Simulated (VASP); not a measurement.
Set up this calculation in VASP 6.6.1, as the native input.

```
Task                   : relaxation of cell and atoms
Functional             : PBE
Potentials or basis    : VASP PAW PBE potentials, release 64 (K_sv, Ru_pv)
Cutoff                 : 600 eV
k mesh                 : 4 × 4 × 4
Occupations            : gaussian, width 0.1 eV
Spin                   : no spin polarisation
Dipole correction      : no
Further INCAR settings : ALGO = Normal; EDIFF = 1e-06; IBRION = 2; EDIFFG = -0.04; NSW = 90; ISIF = 3
```

The structure of K4Ru lies in POSCAR:

```
K4Ru
1.0
    5.6700249500      0.0000000000      0.0000000000
    0.0000000000      5.6700249500      0.0000000000
    0.0000000000      0.0000000000      5.6700249500
K Ru
4 1
Direct
    0.5000000000      0.0000000000      0.0000000000
    0.0000000000      0.5000000000      0.0000000000
    0.0000000000      0.0000000000      0.5000000000
    0.5000000000      0.5000000000      0.5000000000
    0.0000000000      0.0000000000      0.0000000000
```

One way to write it, as run:

INCAR

```
SYSTEM = K4Ru
ALGO = Normal
EDIFF = 1E-6
EDIFFG = -0.04
ENCUT = 600
GGA = PE
IBRION = 2
ISIF = 3
ISMEAR = 0
LASPH = .TRUE.
LCHARG = .FALSE.
LREAL = .FALSE.
LWAVE = .FALSE.
NELM = 100
NSW = 90
PREC = Accurate
SIGMA = 0.1
```

KPOINTS

```
k-points
0
G
  4 4 4
  0 0 0
```

Potentials or basis: VASP PAW PBE potentials, release 64 (K_sv, Ru_pv).

Launch:

```sh
$ cat potpaw_PBE.64/K_sv/POTCAR potpaw_PBE.64/Ru_pv/POTCAR > POTCAR
$ mpirun -np 1 vasp_std > vasp.out
```

Results of the run:

The relaxed volume is 50.36 Å³/atom and the relaxed cell is a = 6.315 Å, b = 6.315 Å, c = 6.315 Å, α = 90.00°, β = 90.00°, γ = 90.00°. The space group after relaxing (to 0.05 Å) is Pm-3m (No. 221). The energy gained by relaxing is 138.6 meV/atom and the ionic steps are 4. The pressure after relaxing is 0.1 GPa. The band gap on the k mesh is zero (band 25 reaches 0.59 eV, above the bottom of band 26 at 0.53 eV).

Caveat: the volume moved by over 15 % at a fixed basis, so the end points are rough.

Run time: 3.1 min on 1 thread of AMD EPYC 9R45 96-Core Processor (Zen 5) (shared host), peak memory 0.32 GiB.
